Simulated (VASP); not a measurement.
# GeIrPt6 (P-6m2) in VASP: further runs

Runs on GeIrPt6. Level: PBE. Tasks: single point.

Program: VASP 6.6.1. These are calculated values, not measurements. Logs are shortened: lines on timing, memory, paths and dates and some standing lists are left out, and cuts for length are marked.

## 1. The cell of the first run

The structure is hexagonal, space group P-6m2 (No. 187). The conventional cell has a = 5.552 Å, b = 5.552 Å, c = 4.652 Å, α = 90.00°, β = 90.00°, γ = 120.00°. Ge (site symmetry -6m2) has 12 Pt at 2.78 to 2.83 Å within 3.7 Å. Within 3.7 Å of Ir (site symmetry -6m2) lie 12 Pt at 2.78 to 2.81 Å. Pt (site symmetry mm2) has 8 Pt at 2.76 to 2.83 Å and 2 Ir at 2.78 Å and 2 Ge at 2.83 Å within 3.6 Å. Pt (site symmetry mm2) has 8 Pt at 2.73 to 2.83 Å and 2 Ge at 2.78 Å and 2 Ir at 2.81 Å within 3.6 Å.

## 2. Single point, PBE

Input file INCAR:

```
SYSTEM = GeIrPt6
ALGO = Normal
EDIFF = 1E-6
ENCUT = 500
GGA = PE
GGA_COMPAT = .FALSE.
ISIF = 2
ISMEAR = 0
LASPH = .TRUE.
LCHARG = .FALSE.
LREAL = .FALSE.
LWAVE = .FALSE.
NBANDS = 52
NELM = 120
PREC = Accurate
SIGMA = 0.2
```

Input file KPOINTS:

```
k-points
0
G
  3 3 4
  0 0 0
```

Input file POSCAR:

```
GeIrPt6
1.0
    5.5522577153      0.0000000027      0.0000000000
   -2.7761288600      4.8083962285      0.0000000000
    0.0000000000      0.0000000000      4.6522938229
Ge Ir Pt
1 1 6
Direct
    0.6666666667      0.3333333333      0.0000000000
    0.0000000000      0.0000000000      0.5000000000
    0.0020288271      0.5010144135      0.5000000000
    0.4989855865      0.5010144135      0.5000000000
    0.4989855865      0.9979711729      0.5000000000
    0.6725581502      0.8362790751      0.0000000000
    0.1637209249      0.8362790751      0.0000000000
    0.1637209249      0.3274418498      0.0000000000
```

Potentials or basis: VASP PAW PBE potentials, release 64 (Ge_d, Ir, Pt).

Launch:

```bash
cat potpaw_PBE.64/Ge_d/POTCAR potpaw_PBE.64/Ir/POTCAR potpaw_PBE.64/Pt/POTCAR > POTCAR
mpirun -np 1 vasp_std > vasp.out
```

OUTCAR:

```text
SYSTEM = GeIrPt6
   EDIFF = 1E-6
   ENCUT = 500
   GGA = PE
   ISIF = 2
   ISMEAR = 0
   LASPH = .TRUE.
   LREAL = .FALSE.
   NELM = 120
   PREC = Accurate

 ion  position               nearest neighbor table
   1  0.667  0.333  0.000-   8 2.78   6 2.78   7 2.78   7 2.78   8 2.78   6 2.78   3 2.83   3 2.83
                             4 2.83   4 2.83   5 2.83   5 2.83
   2  0.000  0.000  0.500-   5 2.78   3 2.78   4 2.78   4 2.78   5 2.78   3 2.78   6 2.81   6 2.81
                             7 2.81   7 2.81   8 2.81   8 2.81
   3  0.002  0.501  0.500-   4 2.76   5 2.76   2 2.78   2 2.78   4 2.79   5 2.79   8 2.83   8 2.83
                             7 2.83   7 2.83   1 2.83   1 2.83
   4  0.499  0.501  0.500-   3 2.76   5 2.76   2 2.78   2 2.78   3 2.79   5 2.79   8 2.83   8 2.83
                             6 2.83   6 2.83   1 2.83   1 2.83
   5  0.499  0.998  0.500-   3 2.76   4 2.76   2 2.78   2 2.78   3 2.79   4 2.79   6 2.83   6 2.83
                             7 2.83   7 2.83   1 2.83   1 2.83
   6  0.673  0.836  0.000-   7 2.73   8 2.73   1 2.78   1 2.78   2 2.81   2 2.81   7 2.83   8 2.83
                             5 2.83   5 2.83   4 2.83   4 2.83
   7  0.164  0.836  0.000-   6 2.73   8 2.73   1 2.78   1 2.78   2 2.81   2 2.81   6 2.83   8 2.83
                             5 2.83   5 2.83   3 2.83   3 2.83
   8  0.164  0.327  0.000-   6 2.73   7 2.73   1 2.78   1 2.78   2 2.81   2 2.81   6 2.83   7 2.83
                             3 2.83   3 2.83   4 2.83   4 2.83

  LATTYP: Found a hexagonal cell.
 ALAT       =     5.5522577153
 C/A-ratio  =     0.8379102811

  Lattice vectors:

 A1 = (   5.5522577153,   0.0000000027,   0.0000000000)
 A2 = (  -2.7761288600,   4.8083962285,   0.0000000000)
 A3 = (   0.0000000000,   0.0000000000,   4.6522938229)

Analysis of symmetry for initial positions (statically):
=====================================================================
 Subroutine PRICEL returns:
 Original cell was already a primitive cell.

 Routine SETGRP: Setting up the symmetry group for a
 hexagonal supercell.

 Subroutine GETGRP returns: Found 12 space group operations
 (whereof 12 operations were pure point group operations)
 out of a pool of 24 trial point group operations.

The static configuration has the point symmetry D_3h.

Analysis of symmetry for dynamics (positions and initial velocities):
=====================================================================
 Subroutine PRICEL returns:
 Original cell was already a primitive cell.

 Routine SETGRP: Setting up the symmetry group for a
 hexagonal supercell.

 Subroutine GETGRP returns: Found 12 space group operations
 (whereof 12 operations were pure point group operations)
 out of a pool of 24 trial point group operations.

The dynamic configuration has the point symmetry D_3h.

 Subroutine INISYM returns: Found 12 space group operations
 (whereof 12 operations are pure point group operations),
 and found     1 'primitive' translations

----------------------------------------------------------------------------------------

                                     Primitive cell

  volume of cell :     124.2044

  direct lattice vectors                    reciprocal lattice vectors
     5.552257715  0.000000003  0.000000000     0.180106913  0.103984775  0.000000000
    -2.776128860  4.808396229  0.000000000    -0.000000000  0.207969550  0.000000000
     0.000000000  0.000000000  4.652293823     0.000000000  0.000000000  0.214947731

  length of vectors
     5.552257715  5.552257715  4.652293823     0.207969550  0.207969550  0.214947731

  position of ions in fractional coordinates (direct lattice)
     0.666666667  0.333333333  0.000000000
     0.000000000  0.000000000  0.500000000
     0.002028827  0.501014414  0.500000000
     0.498985586  0.501014414  0.500000000
     0.498985586  0.997971173  0.500000000
     0.672558150  0.836279075  0.000000000
     0.163720925  0.836279075  0.000000000
     0.163720925  0.327441850  0.000000000

  ion indices of the primitive-cell ions
   primitive index   ion index
                 1           1
                 2           2
                 3           3
                 4           4
                 5           5
                 6           6
                 7           7
                 8           8

----------------------------------------------------------------------------------------

 KPOINTS: k-points

Automatic generation of k-mesh.
 Grid dimensions read from file:
 generate k-points for:    3    3    4

 Generating k-lattice:

  Cartesian coordinates                     Fractional coordinates (reciprocal lattice)
     0.060035638  0.034661592  0.000000000     0.333333333  0.000000000  0.000000000
    -0.000000000  0.069323183  0.000000000     0.000000000  0.333333333  0.000000000
     0.000000000  0.000000000  0.053736933     0.000000000  0.000000000  0.250000000

  Length of vectors
     0.069323183  0.069323183  0.053736933

  Shift w.r.t. Gamma in fractional coordinates (k-lattice)
     0.000000000  0.000000000  0.000000000

 Subroutine IBZKPT returns following result:
 ===========================================

 Found      9 irreducible k-points:

 Following reciprocal coordinates:
            Coordinates               Weight
  0.000000  0.000000  0.000000      1.000000
  0.333333  0.000000  0.000000      6.000000
  0.333333  0.333333  0.000000      2.000000
  0.000000  0.000000  0.250000      2.000000
  0.333333  0.000000  0.250000     12.000000
  0.333333  0.333333  0.250000      4.000000
  0.000000  0.000000  0.500000      1.000000
  0.333333  0.000000  0.500000      6.000000
  0.333333  0.333333  0.500000      2.000000
   k-points           NKPTS =      9   k-points in BZ     NKDIM =      9   number of bands    NBANDS=     52
   number of dos      NEDOS =    301   number of ions     NIONS =      8
   total plane-waves  NPLWV =  57600
   dimension x,y,z NGX =    40 NGY =   40 NGZ =   36
   dimension x,y,z NGXF=    80 NGYF=   80 NGZF=   72
   ions per type =               1   1   6
   NGX,Y,Z   is equivalent  to a cutoff of  11.98, 11.98, 12.86 a.u.
   NGXF,Y,Z  is equivalent  to a cutoff of  23.95, 23.95, 25.73 a.u.
 SYSTEM =  GeIrPt6
   PREC   = accura    normal or accurate (medium, high low for compatibility)
   ISTART =      0    job   : 0-new  1-cont  2-samecut
   ICHARG =      2    charge: 1-file 2-atom 10-const
   ISPIN  =      1    spin polarized calculation?
   LNONCOLLINEAR =      F non collinear calculations
   LSORBIT =      F    spin-orbit coupling
   LASPH  =      T    aspherical Exc in radial PAW
   ENCUT  =  500.0 eV  36.75 Ry    6.06 a.u.  10.12 10.12  8.48*2*pi/ulx,y,z
   NELM   =    120;   NELMIN=  2; NELMDL= -5     # of ELM steps
   EDIFF  = 0.1E-05   stopping-criterion for ELM
   LREAL  =      F    real-space projection
   EDIFFG = 0.1E-04   stopping-criterion for IOM
   NSW    =      0    number of steps for IOM
   IBRION =     -1    ionic relax: 0-MD 1-quasi-New 2-CG
   NFREE  =      0    steps in history (QN), initial steepest desc. (CG)
   ISIF   =      2    stress and relaxation
   ISYM   =      2    0-nonsym 1-usesym 2-fastsym
   POTIM  = 0.5000    time-step for ionic-motion
   TEBEG  =    0.0;   TEEND  =   0.0 temperature during run
   PSTRESS=    0.0 pullay stress
   NELECT =      83.0000    total number of electrons
   NUPDOWN=      -1.0000    fix difference up-down
   EMIN   =  10.00;   EMAX   =-10.00  energy-range for DOS
   EFERMI =   0.00;   METHOD = LEGACY
   ISMEAR =     0;   SIGMA  =   0.20  broadening in eV -4-tet -1-fermi 0-gaus
   EFERMI_NEDOS =   21; number of points for ismear=-14 and -15
   IALGO  =     38    algorithm
   IMIX   =      4    mixing-type and parameters
     AMIX     =   0.40;   BMIX     =  1.00
     AMIX_MAG =   1.60;   BMIX_MAG =  1.00
  volume/ion in A,a.u.               =      15.53       104.77
  Fermi-wavevector in a.u.,A,eV,Ry     =   1.431271  2.704710 27.872032  2.048537
  Thomas-Fermi vector in A             =   2.551026
   LORBIT       =      0    0 simple, 1 ext, 2 COOP (PROOUT), +10 PAW based schemes
   GGA     = PE    functional components
   LHFCALC =     F    Hartree Fock is set to
   AEXX    =    0.0000 exact exchange contribution
   IVDW    =     0    specifies the selected vdW correction
   LEPSILON=     F    determine dielectric tensor
   LRPA    =     F    only Hartree local field effects (RPA)
 non-spin polarized calculation
 Gauss-broadening in eV      SIGMA  =   0.20
  energy-cutoff  :      500.00
  volume of cell :      124.20
 maximum number of plane-waves:      3186
   NGX = 21   NGY = 21   NGZ = 17

 number of electron      83.0000010 magnetization

 Free energy of the ion-electron system (eV)
  ---------------------------------------------------
  ext. energy  EPLUGINS =         0.00000000
  ---------------------------------------------------
  free energy    TOTEN  =       -50.44377438 eV

  energy without entropy =      -50.23593744  energy(sigma->0) =      -50.33985591

 E-fermi :  10.2998     XC(G=0): -13.2018

 val. band max:       10.2933938166   @ k =   0.0000   0.0000   0.0000
 cond. band min:      10.3133205792   @ k =   0.3333   0.0000   0.2500
 fundamental gap:      0.0199267627
 Fermi energy:        10.2997701663

 k-point     1 :       0.0000    0.0000    0.0000
  band No.  band energies     occupation
      1     -14.7115      2.00000
      2     -14.7115      2.00000
      3     -14.6986      2.00000
      4     -14.6943      2.00000
      5     -14.6943      2.00000
      6      -1.0453      2.00000
[... 44 lines left out ...]
     51      16.3690      0.00000
     52      16.3988      0.00000

 k-point     2 :       0.3333    0.0000    0.0000
  band No.  band energies     occupation
      1     -14.7104      2.00000
      2     -14.7088      2.00000
      3     -14.6973      2.00000
      4     -14.6942      2.00000
      5     -14.6940      2.00000
      6      -0.3618      2.00000
[... 44 lines left out ...]
     51      16.2760      0.00000
     52      16.3194      0.00000
[... 328 lines left out ...]
     51      17.0038      0.00000
     52      17.8188      0.00000

 k-point     9 :       0.3333    0.3333    0.5000
  band No.  band energies     occupation
      1     -14.7085      2.00000
      2     -14.7083      2.00000
      3     -14.6961      2.00000
      4     -14.6949      2.00000
      5     -14.6948      2.00000
      6       0.7026      2.00000
[... 44 lines left out ...]
     51      16.2016      0.00000
     52      18.2696      0.00000

------------------------ aborting loop because EDIFF is reached ----------------------------------------

  FORCE on cell =-STRESS in cart. coord.  units (eV):
  Direction    XX          YY          ZZ          XY          YZ          ZX
  --------------------------------------------------------------------------------------
  -------------------------------------------------------------------------------------
  Total       -0.1115563     -0.1115563     -0.0425528      0.0000000     -0.0000000      0.0000000
  in kB       -1.4390232     -1.4390232     -0.5489110      0.0000000     -0.0000000      0.0000000
  external PRESSURE =      -1.1423191 kB  Pullay stress =       0.0000000 kB

 VOLUME and BASIS-vectors are now :
 -----------------------------------------------------------------------------
  energy-cutoff  :      500.00
  volume of cell :      124.20
      direct lattice vectors                 reciprocal lattice vectors
     5.552257715  0.000000003  0.000000000     0.180106913  0.103984775  0.000000000
    -2.776128860  4.808396229  0.000000000    -0.000000000  0.207969550  0.000000000
     0.000000000  0.000000000  4.652293823     0.000000000  0.000000000  0.214947731

 POSITION                                       TOTAL-FORCE (eV/Angst)
 -----------------------------------------------------------------------------------
      2.77613      1.60280      0.00000        -0.000000     -0.000000      0.000000
      0.00000      0.00000      2.32615        -0.000000     -0.000000      0.000000
     -1.37962      2.40908      2.32615        -0.001390     -0.000802      0.000000
      1.37962      2.40908      2.32615         0.001390     -0.000802      0.000000
     -0.00000      4.79864      2.32615        -0.000000      0.001605     -0.000000
      1.41260      4.02116      0.00000        -0.034579     -0.019964     -0.000000
     -1.41260      4.02116      0.00000         0.034579     -0.019964     -0.000000
     -0.00000      1.57447      0.00000        -0.000000      0.039929     -0.000000
 -----------------------------------------------------------------------------------
    total drift:                               -0.000004      0.000002      0.000000

  FREE ENERGIE OF THE ION-ELECTRON SYSTEM (eV)
  ---------------------------------------------------
  free  energy   TOTEN  =       -50.4437743808 eV

  energy  without entropy=      -50.2359374441  energy(sigma->0) =      -50.33985591
```

Wall time 2 min (1 thread of AMD EPYC 7R43 (Zen 3), shared host); peak memory 0.21 GiB.

What came out:

| Item | Value |
| --- | --- |
| Free energy | -50.4438 eV |
| Pressure | -0.1 GPa |
| Largest force | 0.040 eV/Å |

Forces on the atoms (eV/Å):
```
Ge   0.000  0.000  0.000
Ir   0.000  0.000  0.000
Pt  -0.001 -0.001  0.000
Pt   0.001 -0.001  0.000
Pt   0.000  0.002  0.000
Pt  -0.035 -0.020  0.000
Pt   0.035 -0.020  0.000
Pt   0.000  0.040  0.000
```

Stress tensor (GPa, compression positive):
```
-0.14  0.00  0.00
 0.00 -0.14  0.00
 0.00  0.00 -0.05
```

Levels at points of the mesh, in eV from the Fermi level:
```csv
k point,band 37,band 38,band 39,band 40,band 41,band 42,band 43,band 44,band 45,band 46
"(0.00, 0.00, 0.00)",-0.01,0.03,0.16,0.16,0.31,0.68,0.68,1.15,1.15,1.90
"(0.00, 0.00, 0.50)",-0.63,-0.63,-0.21,0.15,0.25,0.32,0.32,0.75,0.75,1.27
```

Caveat: the k points lie up to 0.44 Å⁻¹ apart; spin-orbit coupling is left out, which moves the levels of the heavy elements.

(Continued in part 2 of 2.)
